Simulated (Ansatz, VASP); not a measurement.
## One calculation of Na, two programs

INCAR

```
PREC = Accurate ; ENCUT = 520
EDIFF = 1E-6 ; ISMEAR = -1
SIGMA = 0.03 ; LREAL = False
LASPH = True ; NELM = 80
ALGO = Normal ; ISIF = 2
LWAVE = False ; LCHARG = False
GGA = PE ; NBANDS = 10
```

KPOINTS

```
Automatic mesh
0
Gamma
  11 11 11
```

The input POSCAR:

```
Na
1.0
   -2.0963250000      2.1175000000      2.1175000000
    2.1175000000     -2.0963250000      2.1175000000
    2.1175000000      2.1175000000     -2.0963250000
Na
1
Direct
    0.0000000000      0.0000000000      0.0000000000
```

Input for Ansatz:

```yaml
crystal:
  lattice:
    - [-2.096325, 2.1175, 2.1175]
    - [2.1175, -2.096325, 2.1175]
    - [2.1175, 2.1175, -2.096325]
  atoms:
    - { symbol: Na, position: [0.0, 0.0, 0.0] }
kpoints:
  mp_grid: { grid: [11, 11, 11] }
scf:
  occupations: { method: fermi_dirac, width: 0.03 }
hamiltonian:
  xc: pbe
  pseudopotentials: { kind: all_electron, lapw: { basis_error: 0.0005 } }
output:
  forces: true
  stress: true
  eigenvalues: true
```

Change from the starting cell: equal xy, yz and zx shear strains of +1 %.

Alike in both runs: task single point; functional PBE; k mesh 11 × 11 × 11; occupations fermi-dirac, width 0.03 eV; no spin polarisation.

|  | VASP | Ansatz |
| --- | --- | --- |
| version | VASP 6.6.1 | Ansatz 0.2.0 |
| potentials or method | VASP PAW PBE potentials, release 64 (Na_pv), cutoff 520 eV | all-electron LAPW, scalar-relativistic |

|  | VASP | Ansatz | Ansatz less VASP |
| --- | --- | --- | --- |
| pressure (GPa) | -0.2 | -0.2 | +0.03 |
| traceless stress, the component that is largest in VASP (GPa) | -0.07 | -0.07 | +0.001 |

Ansatz ran all-electron here, and VASP with PAW potentials.
